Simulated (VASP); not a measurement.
**Rh: single point with LDA**

Crystal: Rh.

```
CELL_PARAMETERS angstrom
2.20183 0.00000 0.00000
0.00000 2.20183 0.00000
0.00000 0.00000 2.20183
ATOMIC_POSITIONS crystal
Rh 0.00000 0.00000 0.00000
```

This cell differs from its parent crystal: volume scaled by 0.7.

```
Program             : VASP 6.6.1
Task                : single point
Functional          : LDA
Potentials or basis : VASP PAW LDA potentials, release 64 (Rh_pv)
Cutoff              : 520 eV
k mesh              : 17 × 17 × 17
Occupations         : fermi-dirac, width 0.08 eV
Spin                : no spin polarisation
```

- Pressure: 199.3 GPa

Levels at points of the mesh, in eV from the Fermi level:
```csv
k point,band 5,band 6,band 7,band 8,band 9,band 10,band 11,band 12
"(0.00, 0.00, 0.00)",-9.21,-9.21,1.58,1.58,1.58,19.85,19.85,19.85
```

It took 14 s on 1 thread of Intel Xeon 8259CL, with other jobs on the host, peak memory 0.13 GiB.
